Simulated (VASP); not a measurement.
# InSe (R3m) in VASP: notebook

Runs on InSe. Level: PBE+D3(BJ). Tasks: single point.

Program: VASP 6.6.1. These are calculated values, not measurements. Logs are shortened: lines on timing, memory, paths and dates and some standing lists are left out, and cuts for length are marked.

## Step 1: The cell of the first run

The structure is trigonal, space group R3m (No. 160). Conventional cell: a = 4.150 Å, b = 4.150 Å, c = 23.563 Å, α = 90.00°, β = 90.00°, γ = 120.00°. In (site symmetry 3m) has 1 In at 2.64 Å and 3 Se at 2.69 Å within 3.5 Å. Within 3.5 Å of In (site symmetry 3m) lie 1 In at 2.64 Å and 3 Se at 2.69 Å. Within 3.5 Å of Se (site symmetry 3m) lie 3 In at 2.69 Å. Within 3.5 Å of Se (site symmetry 3m) lie 3 In at 2.69 Å.

## Step 2: Single point, PBE+D3(BJ)

Contents of INCAR:

```
SYSTEM = InSe
ALGO = Normal
EDIFF = 1E-6
ENCUT = 520
GGA = PE
ISIF = 2
ISMEAR = 0
IVDW = 12
LASPH = .TRUE.
LCHARG = .FALSE.
LREAL = .FALSE.
LUSENCCL = .FALSE.
LWAVE = .FALSE.
NBANDS = 27
NELM = 100
PREC = Accurate
SIGMA = 0.03
```

Contents of KPOINTS:

```
k-points
0
G
  12 12 12
  0 0 0
```

Contents of POSCAR:

```
InSe
1.0
    2.0750775359      1.1980465740      7.8543562013
   -2.0750775359      1.1980465740      7.8543562013
    0.0000000000     -2.3960931480      7.8543562013
In Se
2 2
Direct
    0.0000475051      0.0000475051      0.0000475051
    0.1121766890      0.1121766890      0.1121766890
    0.6151385375      0.6151385375      0.6151385375
    0.8303372684      0.8303372684      0.8303372684
```

Potentials or basis: VASP PAW PBE potentials, release 64 (In_d, Se).

Started as:

```sh
$ cat potpaw_PBE.64/In_d/POTCAR potpaw_PBE.64/Se/POTCAR > POTCAR
$ mpirun -np 1 vasp_std > vasp.out
```

OUTCAR:

```text
SYSTEM = InSe
   EDIFF = 1E-6
   ENCUT = 520
   GGA = PE
   ISIF = 2
   ISMEAR = 0
   IVDW = 12
   LASPH = .TRUE.
   LREAL = .FALSE.
   NELM = 100
   PREC = Accurate
 IVDW          = 12

 ion  position               nearest neighbor table
   1  0.000  0.000  0.000-   2 2.64   3 2.69   3 2.69   3 2.69
   2  0.112  0.112  0.112-   1 2.64   4 2.69   4 2.69   4 2.69
   3  0.615  0.615  0.615-   1 2.69   1 2.69   1 2.69
   4  0.830  0.830  0.830-   2 2.69   2 2.69   2 2.69

  LATTYP: Found a trigonal (rhomboedric) cell.
 ALAT       =     8.2117095486
 COS(alpha) =     0.8722880624

  Lattice vectors:

 A1 = (   2.0750775359,   1.1980465740,   7.8543562013)
 A2 = (  -2.0750775359,   1.1980465740,   7.8543562013)
 A3 = (   0.0000000000,  -2.3960931480,   7.8543562013)

Analysis of symmetry for initial positions (statically):
=====================================================================
 Subroutine PRICEL returns:
 Original cell was already a primitive cell.

 Routine SETGRP: Setting up the symmetry group for a
 trigonal (rhombohedral) supercell.

 Subroutine GETGRP returns: Found  6 space group operations
 (whereof  6 operations were pure point group operations)
 out of a pool of 12 trial point group operations.

The static configuration has the point symmetry C_3v.

Analysis of symmetry for dynamics (positions and initial velocities):
=====================================================================
 Subroutine PRICEL returns:
 Original cell was already a primitive cell.

 Routine SETGRP: Setting up the symmetry group for a
 trigonal (rhombohedral) supercell.

 Subroutine GETGRP returns: Found  6 space group operations
 (whereof  6 operations were pure point group operations)
 out of a pool of 12 trial point group operations.

The dynamic configuration has the point symmetry C_3v.

 Subroutine INISYM returns: Found  6 space group operations
 (whereof  6 operations are pure point group operations),
 and found     1 'primitive' translations

----------------------------------------------------------------------------------------

                                     Primitive cell

  volume of cell :     117.1574

  direct lattice vectors                    reciprocal lattice vectors
     2.075077536  1.198046574  7.854356201     0.240954852  0.139115349  0.042439294
    -2.075077536  1.198046574  7.854356201    -0.240954852  0.139115349  0.042439294
     0.000000000 -2.396093148  7.854356201     0.000000000 -0.278230697  0.042439294

  length of vectors
     8.211709549  8.211709549  8.211709549     0.281448778  0.281448778  0.281448778

  position of ions in fractional coordinates (direct lattice)
     0.000047505  0.000047505  0.000047505
     0.112176689  0.112176689  0.112176689
     0.615138538  0.615138538  0.615138538
     0.830337268  0.830337268  0.830337268

  ion indices of the primitive-cell ions
   primitive index   ion index
                 1           1
                 2           2
                 3           3
                 4           4

----------------------------------------------------------------------------------------

 KPOINTS: k-points

Automatic generation of k-mesh.
 Grid dimensions read from file:
 generate k-points for:   12   12   12

 Generating k-lattice:

  Cartesian coordinates                     Fractional coordinates (reciprocal lattice)
     0.020079571  0.011592946  0.003536608     0.083333333 -0.000000000 -0.000000000
    -0.020079571  0.011592946  0.003536608    -0.000000000  0.083333333 -0.000000000
     0.000000000 -0.023185891  0.003536608    -0.000000000 -0.000000000  0.083333333

  Length of vectors
     0.023454065  0.023454065  0.023454065

  Shift w.r.t. Gamma in fractional coordinates (k-lattice)
     0.000000000  0.000000000  0.000000000

 Subroutine IBZKPT returns following result:
 ===========================================

 Found    189 irreducible k-points:

 Following reciprocal coordinates:
            Coordinates               Weight
  0.000000  0.000000  0.000000      1.000000
  0.083333  0.000000  0.000000      6.000000
  0.166667  0.000000  0.000000      6.000000
  0.250000  0.000000  0.000000      6.000000
  0.333333  0.000000  0.000000      6.000000
  0.416667  0.000000  0.000000      6.000000
[... 16 lines left out ...]
  0.500000  0.166667  0.000000     12.000000
 -0.416667  0.166667  0.000000     12.000000
 [... further k-points ...]
   k-points           NKPTS =    189   k-points in BZ     NKDIM =    189   number of bands    NBANDS=     27
   number of dos      NEDOS =    301   number of ions     NIONS =      4
   total plane-waves  NPLWV = 262144
   dimension x,y,z NGX =    64 NGY =   64 NGZ =   64
   dimension x,y,z NGXF=   128 NGYF=  128 NGZF=  128
   ions per type =               2   2
   NGX,Y,Z   is equivalent  to a cutoff of  12.96, 12.96, 12.96 a.u.
   NGXF,Y,Z  is equivalent  to a cutoff of  25.91, 25.91, 25.91 a.u.
 SYSTEM =  InSe
   PREC   = accura    normal or accurate (medium, high low for compatibility)
   ISTART =      0    job   : 0-new  1-cont  2-samecut
   ICHARG =      2    charge: 1-file 2-atom 10-const
   ISPIN  =      1    spin polarized calculation?
   LNONCOLLINEAR =      F non collinear calculations
   LSORBIT =      F    spin-orbit coupling
   LASPH  =      T    aspherical Exc in radial PAW
   ENCUT  =  520.0 eV  38.22 Ry    6.18 a.u.  15.27 15.27 15.27*2*pi/ulx,y,z
   NELM   =    100;   NELMIN=  2; NELMDL= -5     # of ELM steps
   EDIFF  = 0.1E-05   stopping-criterion for ELM
   LREAL  =      F    real-space projection
   EDIFFG = 0.1E-04   stopping-criterion for IOM
   NSW    =      0    number of steps for IOM
   IBRION =     -1    ionic relax: 0-MD 1-quasi-New 2-CG
   NFREE  =      0    steps in history (QN), initial steepest desc. (CG)
   ISIF   =      2    stress and relaxation
   ISYM   =      2    0-nonsym 1-usesym 2-fastsym
   POTIM  = 0.5000    time-step for ionic-motion
   TEBEG  =    0.0;   TEEND  =   0.0 temperature during run
   PSTRESS=    0.0 pullay stress
   NELECT =      38.0000    total number of electrons
   NUPDOWN=      -1.0000    fix difference up-down
   EMIN   =  10.00;   EMAX   =-10.00  energy-range for DOS
   EFERMI =   0.00;   METHOD = LEGACY
   ISMEAR =     0;   SIGMA  =   0.03  broadening in eV -4-tet -1-fermi 0-gaus
   EFERMI_NEDOS =   21; number of points for ismear=-14 and -15
   IALGO  =     38    algorithm
   IMIX   =      4    mixing-type and parameters
     AMIX     =   0.40;   BMIX     =  1.00
     AMIX_MAG =   1.60;   BMIX_MAG =  1.00
  volume/ion in A,a.u.               =      29.29       197.65
  Fermi-wavevector in a.u.,A,eV,Ry     =   1.124811  2.125584 17.214076  1.265199
  Thomas-Fermi vector in A             =   2.261484
   LORBIT       =      0    0 simple, 1 ext, 2 COOP (PROOUT), +10 PAW based schemes
   GGA     = PE    functional components
   LHFCALC =     F    Hartree Fock is set to
   AEXX    =    0.0000 exact exchange contribution
   IVDW    =    12    specifies the selected vdW correction
   LEPSILON=     F    determine dielectric tensor
   LRPA    =     F    only Hartree local field effects (RPA)
 non-spin polarized calculation
 Gauss-broadening in eV      SIGMA  =   0.03
  energy-cutoff  :      520.00
  volume of cell :      117.16
 maximum number of plane-waves:      3197
 NGX is ok and might be reduce to    64

 number of electron      37.9999999 magnetization

 Free energy of the ion-electron system (eV)
  ---------------------------------------------------
  ext. energy  EPLUGINS =         0.00000000
  ---------------------------------------------------
  free energy    TOTEN  =       -14.03433469 eV

  energy without entropy =      -14.03433451  energy(sigma->0) =      -14.03433460

 E-fermi :   4.3511     XC(G=0):  -8.9143

 val. band max:        4.2750746946   @ k =   0.5000   0.5000   0.4167
 cond. band min:       4.4166369289   @ k =   0.5000   0.5000   0.5000
 fundamental gap:      0.1415622343
 Fermi energy:         4.3511377518

 k-point     1 :       0.0000    0.0000    0.0000
  band No.  band energies     occupation
      1     -10.9055      2.00000
      2     -10.6113      2.00000
      3     -10.6113      2.00000
      4     -10.4721      2.00000
      5     -10.4721      2.00000
      6     -10.4405      2.00000
[... 19 lines left out ...]
     26       9.7952      0.00000
     27      11.1461      0.00000

 k-point     2 :       0.0833    0.0000    0.0000
  band No.  band energies     occupation
      1     -10.9037      2.00000
      2     -10.6292      2.00000
      3     -10.6116      2.00000
      4     -10.4776      2.00000
      5     -10.4681      2.00000
      6     -10.4596      2.00000
[... 19 lines left out ...]
     26       9.8273      0.00000
     27      11.4276      0.00000

 k-point     3 :       0.1667    0.0000    0.0000
  band No.  band energies     occupation
      1     -10.8987      2.00000
      2     -10.6754      2.00000
      3     -10.6127      2.00000
      4     -10.5084      2.00000
      5     -10.4880      2.00000
      6     -10.4569      2.00000
[... 19 lines left out ...]
     26      10.0003      0.00000
     27      10.8858      0.00000

 k-point     4 :       0.2500    0.0000    0.0000
  band No.  band energies     occupation
      1     -10.8921      2.00000
      2     -10.7310      2.00000
      3     -10.6144      2.00000
      4     -10.5669      2.00000
      5     -10.4982      2.00000
      6     -10.4412      2.00000
[... 19 lines left out ...]
     26      10.3578      0.00000
     27      10.7292      0.00000
[... 516 lines left out ...]
      4     -10.6231      2.00000
      5     -10.5010      2.00000
      6     -10.4287      2.00000
[... 19 lines left out ...]
     26      10.6227      0.00000
     27      11.2107      0.00000

 k-point    23 :       0.5000    0.1667    0.0000
  band No.  band energies     occupation
      1     -10.8755      2.00000
      2     -10.8160      2.00000
      3     -10.6621      2.00000
      4     -10.6264      2.00000
      5     -10.5032      2.00000
      6     -10.4215      2.00000
[... 19 lines left out ...]
     26      11.1916      0.00000
     27      11.3234      0.00000

 k-point    24 :      -0.4167    0.1667    0.0000
  band No.  band energies     occupation
      1     -10.8721      2.00000
      2     -10.8275      2.00000
      3     -10.6708      2.00000
      4     -10.6277      2.00000
      5     -10.5040      2.00000
      6     -10.4188      2.00000
[... 19 lines left out ...]
     26      11.4805      0.00000
     27      11.7349      0.00000

 [... further k-points ...]

------------------------ aborting loop because EDIFF is reached ----------------------------------------

 Edisp (eV)   -1.20311

 E8    (eV) :    -0.5528

  FORCE on cell =-STRESS in cart. coord.  units (eV):
  Direction    XX          YY          ZZ          XY          YZ          ZX
  --------------------------------------------------------------------------------------
  -------------------------------------------------------------------------------------
  Total      -1.30838    -1.30838     3.03008     0.00000     0.00000     0.00000
  in kB     -17.89266   -17.89266    41.43763     0.00000     0.00000     0.00000
  external pressure =        1.88 kB  Pullay stress =        0.00 kB

 VOLUME and BASIS-vectors are now :
 -----------------------------------------------------------------------------
  energy-cutoff  :      520.00
  volume of cell :      117.16
      direct lattice vectors                 reciprocal lattice vectors
     2.075077536  1.198046574  7.854356201     0.240954852  0.139115349  0.042439294
    -2.075077536  1.198046574  7.854356201    -0.240954852  0.139115349  0.042439294
     0.000000000 -2.396093148  7.854356201     0.000000000 -0.278230697  0.042439294

 POSITION                                       TOTAL-FORCE (eV/Angst)
 -----------------------------------------------------------------------------------
      0.00000      0.00000      0.00112         0.000000      0.000000     -0.995039
      0.00000      0.00000      2.64323         0.000000      0.000000      0.982343
      0.00000      0.00000     14.49455         0.000000      0.000000     -0.004207
      0.00000      0.00000     19.56529         0.000000      0.000000      0.016903
 -----------------------------------------------------------------------------------
    total drift:                               -0.000000     -0.000000     -0.000183

  FREE ENERGIE OF THE ION-ELECTRON SYSTEM (eV)
  ---------------------------------------------------
  free  energy   TOTEN  =       -15.2374481308 eV

  energy  without entropy=      -15.2374479526  energy(sigma->0) =      -15.23744804
```

Run time: 9.4 min. Hardware: 1 × NVIDIA H100 80GB with 1 thread of AMD EPYC 7R13 (Zen 3), shared host; peak memory 1.9 GiB.

Results:

```yaml
Free_energy: -15.2374 eV
Pressure: 0.2 GPa
Largest_force: 0.995 eV/Å
Band_gap_on_the_k_mesh: 0.14 eV (least direct gap 0.27 eV)
Dispersion_energy_per_atom: -0.301 eV
```

Forces on the atoms (eV/Å):
```
In   0.000  0.000 -0.995
In   0.000  0.000  0.982
Se   0.000  0.000 -0.004
Se   0.000  0.000  0.017
```

Caveat: the stress differs along the axes, from -2 to 4 GPa; spin-orbit coupling is left out, which moves the levels of the heavy elements. A k mesh can miss the band edges.

## Step 3: Single point, PBE+D3(BJ)

This run uses another cell than the first one, of the same volume but with other edges.

Contents of INCAR:

```
SYSTEM = InSe
ALGO = Normal
EDIFF = 1E-7
ENCUT = 520
GGA = PE
ISIF = 2
ISMEAR = 0
IVDW = 12
LASPH = .True.
LCHARG = .True.
LELF = .True.
LREAL = .False.
LUSENCCL = .False.
LVHAR = .True.
LWAVE = .False.
NBANDS = 27
NELM = 60
PREC = Accurate
SIGMA = 0.03
```

Contents of KPOINTS:

```
k-points
0
Gamma
  12 12 12
  0 0 0
```

Contents of POSCAR:

```
InSe
1.0
    1.9550867975      1.1287698888      8.8480417836
   -1.9550867975      1.1287698888      8.8480417836
    0.0000000000     -2.2575397776      8.8480417836
In Se
2 2
Direct
    0.0000475051      0.0000475051      0.0000475051
    0.1121766890      0.1121766890      0.1121766890
    0.6151385375      0.6151385375      0.6151385375
    0.8303372684      0.8303372684      0.8303372684
```

Potentials or basis: VASP PAW PBE potentials, release 64 (In_d, Se).

Started as:

```sh
$ cat potpaw_PBE.64/In_d/POTCAR potpaw_PBE.64/Se/POTCAR > POTCAR
$ mpirun -np 1 vasp_std > vasp.out
```

Run time: 11 min. Hardware: 1 × NVIDIA H100 80GB with 1 thread of AMD EPYC 7R13 (Zen 3), shared host; peak memory 1.9 GiB.

It converged, with:

```yaml
Free_energy: -15.2137 eV
Pressure: 0.4 GPa
Largest_force: 0.633 eV/Å
Band_gap_on_the_k_mesh: 0.83 eV
Dispersion_energy_per_atom: -0.298 eV
```

Forces on the atoms (eV/Å):
```
In   0.000  0.000  0.631
In   0.000  0.000 -0.633
Se   0.000  0.000  0.046
Se   0.000  0.000 -0.044
```

Stress tensor (GPa, compression positive):
```
 2.37  0.00  0.00
 0.00  2.37  0.00
 0.00  0.00 -3.56
```

Levels at points of the mesh, in eV from the valence-band top:
```csv
k point,band 15,band 16,band 17,band 18,band 19,band 20,band 21,band 22,band 23,band 24
"(0.00, 0.00, 0.00)",-1.40,-0.70,-0.70,-0.60,-0.60,2.20,2.70,4.93,5.21,5.21
"(0.50, 0.00, 0.00)",-3.11,-2.16,-1.78,-1.65,-1.40,1.46,2.15,3.67,4.19,5.28
"(0.50, 0.50, 0.00)",-2.88,-2.45,-1.89,-1.52,-1.22,1.30,2.27,3.38,3.96,4.91
"(0.50, 0.50, 0.50)",-0.74,-0.74,-0.55,-0.55,0.00,0.83,2.93,5.14,5.14,5.30
```

Caveat: the stress differs along the axes, from -4 to 2 GPa; spin-orbit coupling is left out, which moves the levels of the heavy elements. A k mesh can miss the band edges.

(Part 1 of 2 ends here.)
